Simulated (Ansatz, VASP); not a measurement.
**Two plane-wave programs on Pt**

```xyz
3
Lattice="3.8805 0.0000 0.0000 -1.9402 3.3606 0.0000 0.0000 0.0000 4.1281" Properties=species:S:1:pos:R:3 pbc="T T T"
Pt    1.2934    0.0000    1.3760
Pt   -0.6467    1.1201    2.7521
Pt    1.2935    2.2405    0.0000
```

Alike in both runs: functional PBE; k mesh 6 × 6 × 4; occupations gaussian, width 0.1 eV; no spin polarisation.

Ansatz relaxed the structure, and its values are those at the end. VASP's run is a single point on that final structure, the one shown.

```csv
,VASP,Ansatz
version,VASP 6.6.1,Ansatz 0.2.0
potentials or method,"VASP PAW PBE potentials, release 64 (Pt), cutoff 520 eV","scalar-relativistic, plane waves, PAW"
valence electrons in the cell,30,54
```

|  | VASP | Ansatz | Ansatz less VASP |
| --- | --- | --- | --- |
| gap on the k mesh at the Fermi level (eV) | none | none | - |
| pressure (GPa) | -0.4 | 0.0 | +0.43 |

A gap of «none» marks a metal or a gap that the smearing closes. The functional is the same, so the differences come from potentials, cutoffs and numerics. VASP's potentials hold 30 valence electrons a cell and Ansatz's 54, so a difference there can come from the potentials and not from the codes.

The k mesh is coarse, so the values compare programs but aren't converged. Neither program's run includes spin-orbit coupling.
